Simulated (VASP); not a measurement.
Runs of VASP 6.6.1 on NaGeI3. The structure is that of space group Pm-3m (No. 221), or close to it. The cells are those of the table. 

| level | cell | smearing | gap on the mesh (eV) | pressure (GPa) |
| --- | --- | --- | --- | --- |
| r2SCAN | a = 5.595 Å, 5 atoms | fermi-dirac 0.02 eV | none | (a) |
| PBE | a = 5.771, b = 5.889, c = 5.889 Å, 5 atoms | fermi-dirac 0.02 eV | 0.27 | (b) |
| r2SCAN | a = 5.771, b = 5.889, c = 5.889 Å, 5 atoms | gaussian 0.01 eV | 0.32 | 0.4 |
| PBE | a = 5.595 Å, 5 atoms | fermi-dirac 0.02 eV | none | 4.5 |
| PBE | a = 5.889 Å, 5 atoms | fermi-dirac 0.02 eV | 0.41 | 0.4 |

Alike in all rows: task single point; potentials or basis VASP PAW PBE potentials, release 64 (Na_pv, Ge_d, I); no spin polarisation; k mesh 4 × 4 × 4; cutoff (eV) 520.

Question: Fill in the values left out.

Answer: (a) 4.1; (b) 0.8.

Caveats: spin-orbit coupling is left out, which moves the levels of the heavy elements; the cell stands under pressure (at least some runs); the PAW data sets were made with another functional, which shifts forces and pressure a little (at least some runs).

A k mesh can miss the band edges, and the runs leave out spin-orbit coupling on Ge, I.

A gap of «none» marks levels without a gap at the run's occupations.
